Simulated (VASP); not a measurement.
# ZrN in VASP: relaxation of the atoms with PBE

Aim: the relaxation of the atoms of ZrN with PBE.

All numbers are computed with VASP 6.6.1; they aren't measurements. Logs are shortened: lines on timing, memory, paths and dates and some standing lists are left out, and cuts for length are marked.

**1. The cell of the first run**

The cell holds a slab with vacuum, 8 atoms: a = 3.249 Å, b = 3.249 Å, c = 22.892 Å, α = 90.00°, β = 90.00°, γ = 90.00°.

**2. Relaxation of the atoms, PBE**

INCAR reads:

```
ALGO     = Normal         # electronic algorithm
DIPOL    = 0.5 0.5 0.500
EDIFF    = 1E-7           # SCF threshold, eV
EDIFFG   = -0.01          # ionic threshold
ENCUT    = 520            # plane-wave cutoff, eV
GGA      = PE             # functional
GGA_COMPAT= F            
IBRION   = 2              # ionic algorithm
IDIPOL   = 3            
ISIF     = 2              # what is computed and relaxed
ISMEAR   = -1             # smearing method
KPAR     = 4            
LASPH    = T              # aspherical terms in the spheres
LCHARG   = F              # write CHGCAR
LDIPOL   = T            
LREAL    = F              # projectors in reciprocal space
LWAVE    = F              # write WAVECAR
NELM     = 120            # most SCF steps
NELMDL   = -8           
NELMIN   = 4            
NSW      = 60             # ionic steps
PREC     = Accurate       # precision mode
SIGMA    = 0.05           # smearing width, eV
```

KPOINTS reads:

```
k-points
0
Gamma
  10 10 1
```

POSCAR reads:

```
ZrN
1.0
    3.2489502564      0.0000000000      0.0000000000
    0.0000000000      3.2489502564      0.0000000000
    0.0000000000      0.0000000000     22.8921000000
Zr N
4 4
Direct
    0.0000000000      0.0000000000      0.3494663165
    0.5000000000      0.5000000000      0.4498221051
    0.0000000000      0.0000000000      0.5501778943
    0.5000000000      0.5000000000      0.6505336835
    0.5000000000      0.5000000000      0.3494663165
    0.0000000000      0.0000000000      0.4498221051
    0.5000000000      0.5000000000      0.5501778943
    0.0000000000      0.0000000000      0.6505336835
```

Potentials or basis: VASP PAW PBE potentials, release 64 (Zr_sv, N).

Command:

```console
$ cat potpaw_PBE.64/Zr_sv/POTCAR potpaw_PBE.64/N/POTCAR > POTCAR
$ mpirun -np 4 vasp_std > vasp.out
```

OUTCAR:

```text
EDIFF = 1E-7
   EDIFFG = -0.01
   ENCUT = 520
   GGA = PE
   IBRION = 2
   ISIF = 2
   ISMEAR = -1
   LASPH = T
   LREAL = F
   NELM = 120
   NELMDL = -8
   NELMIN = 4
   NSW = 60
   PREC = Accurate

 ion  position               nearest neighbor table
   1  0.000  0.000  0.349-   6 2.30   5 2.30   5 2.30   5 2.30   5 2.30   2 3.25   2 3.25   2 3.25
                             2 3.25
   2  0.500  0.500  0.450-   5 2.30   6 2.30   6 2.30   6 2.30   6 2.30   7 2.30   1 3.25   1 3.25
                             1 3.25   1 3.25   3 3.25   3 3.25   3 3.25   3 3.25
   3  0.000  0.000  0.550-   7 2.30   7 2.30   7 2.30   7 2.30   8 2.30   6 2.30   4 3.25   4 3.25
                             2 3.25   4 3.25   2 3.25   2 3.25   4 3.25   2 3.25
   4  0.500  0.500  0.651-   8 2.30   8 2.30   8 2.30   8 2.30   7 2.30   3 3.25   3 3.25   3 3.25
                             3 3.25
   5  0.500  0.500  0.349-   2 2.30   1 2.30   1 2.30   1 2.30   1 2.30
   6  0.000  0.000  0.450-   1 2.30   2 2.30   2 2.30   2 2.30   2 2.30   3 2.30
   7  0.500  0.500  0.550-   3 2.30   3 2.30   3 2.30   3 2.30   4 2.30   2 2.30
   8  0.000  0.000  0.651-   4 2.30   4 2.30   4 2.30   4 2.30   3 2.30

  LATTYP: Found a simple tetragonal cell.
 ALAT       =     3.2489502564
 C/A-ratio  =     7.0459989207

  Lattice vectors:

 A1 = (   3.2489502564,   0.0000000000,   0.0000000000)
 A2 = (   0.0000000000,   3.2489502564,   0.0000000000)
 A3 = (   0.0000000000,   0.0000000000,  22.8921000000)

Analysis of symmetry for initial positions (statically):
=====================================================================
 Subroutine PRICEL returns:
 Original cell was already a primitive cell.

 Routine SETGRP: Setting up the symmetry group for a
 simple tetragonal supercell.

 Subroutine GETGRP returns: Found 16 space group operations
 (whereof  8 operations were pure point group operations)
 out of a pool of 16 trial point group operations.

The static configuration has the point symmetry C_4v.
 The point group associated with its full space group is D_4h.

Analysis of symmetry for dynamics (positions and initial velocities):
=====================================================================
 Subroutine PRICEL returns:
 Original cell was already a primitive cell.

 Routine SETGRP: Setting up the symmetry group for a
 simple tetragonal supercell.

 Subroutine GETGRP returns: Found 16 space group operations
 (whereof  8 operations were pure point group operations)
 out of a pool of 16 trial point group operations.

The dynamic configuration has the point symmetry C_4v.
 The point group associated with its full space group is D_4h.

 Subroutine INISYM returns: Found 16 space group operations
 (whereof  8 operations are pure point group operations),
 and found     1 'primitive' translations

----------------------------------------------------------------------------------------

                                     Primitive cell

  volume of cell :     241.6416

  direct lattice vectors                    reciprocal lattice vectors
     3.248950256  0.000000000  0.000000000     0.307791724  0.000000000  0.000000000
     0.000000000  3.248950256  0.000000000     0.000000000  0.307791724  0.000000000
     0.000000000  0.000000000 22.892100000     0.000000000  0.000000000  0.043683192

  length of vectors
     3.248950256  3.248950256 22.892100000     0.307791724  0.307791724  0.043683192

  position of ions in fractional coordinates (direct lattice)
     0.000000000  0.000000000  0.349466316
     0.500000000  0.500000000  0.449822105
     0.000000000  0.000000000  0.550177894
     0.500000000  0.500000000  0.650533684
     0.500000000  0.500000000  0.349466316
     0.000000000  0.000000000  0.449822105
     0.500000000  0.500000000  0.550177894
     0.000000000  0.000000000  0.650533684

  ion indices of the primitive-cell ions
   primitive index   ion index
                 1           1
                 2           2
                 3           3
                 4           4
                 5           5
                 6           6
                 7           7
[... 25 lines left out ...]

 Found     21 irreducible k-points:

 Following reciprocal coordinates:
            Coordinates               Weight
  0.000000  0.000000  0.000000      1.000000
  0.100000  0.000000  0.000000      4.000000
  0.200000  0.000000  0.000000      4.000000
  0.300000  0.000000  0.000000      4.000000
  0.400000  0.000000  0.000000      4.000000
  0.500000  0.000000  0.000000      2.000000
[... 13 lines left out ...]
  0.500000  0.400000  0.000000      4.000000
  0.500000  0.500000  0.000000      1.000000
   k-points           NKPTS =     21   k-points in BZ     NKDIM =     21   number of bands    NBANDS=     40
   number of dos      NEDOS =    301   number of ions     NIONS =      8
   total plane-waves  NPLWV = 103680
   dimension x,y,z NGX =    24 NGY =   24 NGZ =  180
   dimension x,y,z NGXF=    48 NGYF=   48 NGZF=  360
   ions per type =               4   4
   NGX,Y,Z   is equivalent  to a cutoff of  12.28, 12.28, 13.07 a.u.
   NGXF,Y,Z  is equivalent  to a cutoff of  24.56, 24.56, 26.14 a.u.
 SYSTEM =  unknown system
   PREC   = accura    normal or accurate (medium, high low for compatibility)
   ISTART =      0    job   : 0-new  1-cont  2-samecut
   ICHARG =      2    charge: 1-file 2-atom 10-const
   ISPIN  =      1    spin polarized calculation?
   LNONCOLLINEAR =      F non collinear calculations
   LSORBIT =      F    spin-orbit coupling
   LASPH  =      T    aspherical Exc in radial PAW
   ENCUT  =  520.0 eV  38.22 Ry    6.18 a.u.   6.04  6.04 42.56*2*pi/ulx,y,z
   NELM   =    120;   NELMIN=  4; NELMDL= -8     # of ELM steps
   EDIFF  = 0.1E-06   stopping-criterion for ELM
   LREAL  =      F    real-space projection
   EDIFFG = -.1E-01   stopping-criterion for IOM
   NSW    =     60    number of steps for IOM
   IBRION =      2    ionic relax: 0-MD 1-quasi-New 2-CG
   NFREE  =      1    steps in history (QN), initial steepest desc. (CG)
   ISIF   =      2    stress and relaxation
   ISYM   =      2    0-nonsym 1-usesym 2-fastsym
   POTIM  = 0.5000    time-step for ionic-motion
   TEBEG  =    0.0;   TEEND  =   0.0 temperature during run
   PSTRESS=    0.0 pullay stress
   NELECT =      68.0000    total number of electrons
   NUPDOWN=      -1.0000    fix difference up-down
   EMIN   =  10.00;   EMAX   =-10.00  energy-range for DOS
   EFERMI =   0.00;   METHOD = LEGACY
   ISMEAR =    -1;   SIGMA  =   0.05  broadening in eV -4-tet -1-fermi 0-gaus
   EFERMI_NEDOS =   21; number of points for ismear=-14 and -15
   IALGO  =     38    algorithm
   IMIX   =      4    mixing-type and parameters
     AMIX     =   0.40;   BMIX     =  1.00
     AMIX_MAG =   1.60;   BMIX_MAG =  1.00
  volume/ion in A,a.u.               =      30.21       203.83
  Fermi-wavevector in a.u.,A,eV,Ry     =   1.072804  2.027306 15.659072  1.150909
  Thomas-Fermi vector in A             =   2.208585
   LORBIT       =      0    0 simple, 1 ext, 2 COOP (PROOUT), +10 PAW based schemes
   GGA     = PE    functional components
   LHFCALC =     F    Hartree Fock is set to
   AEXX    =    0.0000 exact exchange contribution
   IVDW    =     0    specifies the selected vdW correction
   LEPSILON=     F    determine dielectric tensor
   LRPA    =     F    only Hartree local field effects (RPA)
 conjugate gradient relaxation of ions
 non-spin polarized calculation
  energy-cutoff  :      520.00
  volume of cell :      241.64
 maximum number of plane-waves:      6564
   NGX = 13   NGY = 13   NGZ = 85

 dipolmoment           0.000000      0.000000     -0.000000 electrons x Angstroem

--------------------------------------- Ionic step        1  -------------------------------------------

 number of electron      68.0000000 magnetization

 Free energy of the ion-electron system (eV)
  ---------------------------------------------------
  ext. energy  EPLUGINS =         0.00000000
  ---------------------------------------------------
  free energy    TOTEN  =       -79.36337346 eV

  energy without entropy =      -79.32954034  energy(sigma->0) =      -79.34645690

------------------------ aborting loop because EDIFF is reached ----------------------------------------

  FORCE on cell =-STRESS in cart. coord.  units (eV):
  Direction    XX          YY          ZZ          XY          YZ          ZX
  --------------------------------------------------------------------------------------
  -------------------------------------------------------------------------------------
  Total       -5.9669636     -5.9669636     -2.3575207      0.0000000     -0.0000000     -0.0000000
  in kB      -39.5632728    -39.5632728    -15.6312727      0.0000000     -0.0000000     -0.0000000
  external PRESSURE =     -31.5859394 kB  Pullay stress =       0.0000000 kB
[... 107 lines left out ...]
  FREE ENERGIE OF THE ION-ELECTRON SYSTEM (eV)
  ---------------------------------------------------
  free  energy   TOTEN  =       -79.5947681781 eV

  energy  without entropy=      -79.5606993299  energy(sigma->0) =      -79.57773375

[... ionic steps 4 to 11 ...]

--------------------------------------- Ionic step       12  -------------------------------------------

 number of electron      67.9999999 magnetization

------------------------ aborting loop because EDIFF is reached ----------------------------------------
[... 79 lines left out ...]
--------------------------------------- Ionic step       14  -------------------------------------------

 number of electron      68.0000000 magnetization

 dipolmoment           0.000000      0.000000      0.000000 electrons x Angstroem

 Free energy of the ion-electron system (eV)
  ---------------------------------------------------
  ext. energy  EPLUGINS =         0.00000000
  ---------------------------------------------------
  free energy    TOTEN  =       -79.61270116 eV

  energy without entropy =      -79.58146913  energy(sigma->0) =      -79.59708514

 E-fermi :   3.5221     XC(G=0):  -5.7587

 val. band max:        3.4993063766   @ k =   0.3000   0.3000   0.0000
 cond. band min:       3.5235434278   @ k =   0.2000   0.2000   0.0000
 fundamental gap:      0.0242370513
 Fermi energy:         3.5220653208

 k-point     1 :       0.0000    0.0000    0.0000
  band No.  band energies     occupation
      1     -46.2323      2.00000
      2     -46.2283      2.00000
      3     -45.9863      2.00000
      4     -45.8818      2.00000
      5     -24.6989      2.00000
      6     -24.6478      2.00000
[... 892 lines left out ...]
     39       6.4497      0.00000
     40       6.4497      0.00000

------------------------ aborting loop because EDIFF is reached ----------------------------------------

 vacuum level on the upper side and lower side of the slab       (xc-potential included)        -0.006        -0.006

  FORCE on cell =-STRESS in cart. coord.  units (eV):
  Direction    XX          YY          ZZ          XY          YZ          ZX
  --------------------------------------------------------------------------------------
  -------------------------------------------------------------------------------------
  Total       -4.0625182     -4.0625182     -0.0291106      0.0000000      0.0000000      0.0000000
  in kB      -26.9360644    -26.9360644     -0.1930143      0.0000000      0.0000000      0.0000000
  external PRESSURE =     -18.0217144 kB  Pullay stress =       0.0000000 kB
[... 23 lines left out ...]
  FREE ENERGIE OF THE ION-ELECTRON SYSTEM (eV)
  ---------------------------------------------------
  free  energy   TOTEN  =       -79.6127011625 eV

  energy  without entropy=      -79.5814691273  energy(sigma->0) =      -79.59708514

 reached required accuracy - stopping structural energy minimisation

 vacuum level on the upper side and lower side of the slab         5.649         5.649
```

Wall time 15 min (4 MPI ranks of Intel Xeon Platinum 8259CL at 2.50GHz (Skylake/Cascade Lake), shared host); peak memory 0.42 GiB.

Results:

| Item | Value |
| --- | --- |
| Free energy | -79.6127 eV |
| Energy gained by relaxing | 31.2 meV/atom |
| Ionic steps | 14 |
| Largest force after relaxing | 0.010 eV/Å |
| Band gap on the k mesh | zero (bands 34 and 35 overlap by 2.61 eV) |

Forces on the atoms (eV/Å):
```
Zr   0.000  0.000  0.000
Zr   0.000  0.000  0.005
Zr   0.000  0.000 -0.005
Zr   0.000  0.000  0.000
N    0.000  0.000 -0.010
N    0.000  0.000 -0.002
N    0.000  0.000  0.002
N    0.000  0.000  0.010
```

Step by step:
```
step  energy change (eV)  largest force (eV/Å)  pressure (GPa)
   1              0.0000                1.4873           -3.16
   2             -0.2212                0.4225           -2.48
   3             -0.2314                0.3565           -2.24
   4             -0.2315                0.3412           -2.26
   5             -0.2427                0.1625           -2.28
   6             -0.2448                0.0948           -2.28
   7             -0.2460                0.0759           -2.21
   8             -0.2484                0.0657           -1.99
   9             -0.2448                0.1783           -1.53
  10             -0.2487                0.0757           -1.91
  11             -0.2492                0.0479           -1.76
  12             -0.2492                0.0185           -1.80
  13             -0.2493                0.0107           -1.80
  14             -0.2493                0.0097           -1.80
```

Final structure:
```xyz
8
Lattice="3.2490 0.0000 0.0000 0.0000 3.2490 0.0000 0.0000 0.0000 22.8921" Properties=species:S:1:pos:R:3 pbc="T T T"
Zr    0.0000    0.0000    8.1137
Zr    1.6245    1.6245   10.3338
Zr    0.0000    0.0000   12.5583
Zr    1.6245    1.6245   14.7784
N     1.6245    1.6245    7.9644
N     0.0000    0.0000   10.2510
N     1.6245    1.6245   12.6411
N     0.0000    0.0000   14.9277
```
